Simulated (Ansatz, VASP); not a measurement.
# B in VASP and in Ansatz

```xyz
2
Lattice="-1.1196 1.1196 2.6713 1.1196 -1.1196 2.6713 1.1196 1.1196 -2.6713" Properties=species:S:1:pos:R:3 pbc="T T T"
B     0.0000    0.0000    1.8288
B     0.0000    0.0000    3.5137
```

Alike in both runs: functional PBE; k mesh 34 × 34 × 34; occupations gaussian, width 0.1 eV; no spin polarisation.

Ansatz relaxed the structure, and its values are those at the end. VASP's run is a single point on that final structure, the one shown.

```csv
,VASP,Ansatz
version,VASP 6.6.1,Ansatz 0.2.0
potentials or method,"VASP PAW PBE potentials, release 64 (B), cutoff 520 eV","scalar-relativistic, plane waves, PAW"
valence electrons in the cell,6,6
```

```tsv
	VASP	Ansatz	Ansatz less VASP
gap on the k mesh at the Fermi level (eV)	none	none	-
pressure (GPa)	0.0	0.0	+0.03
```

A gap of «none» marks a metal or a gap that the smearing closes.
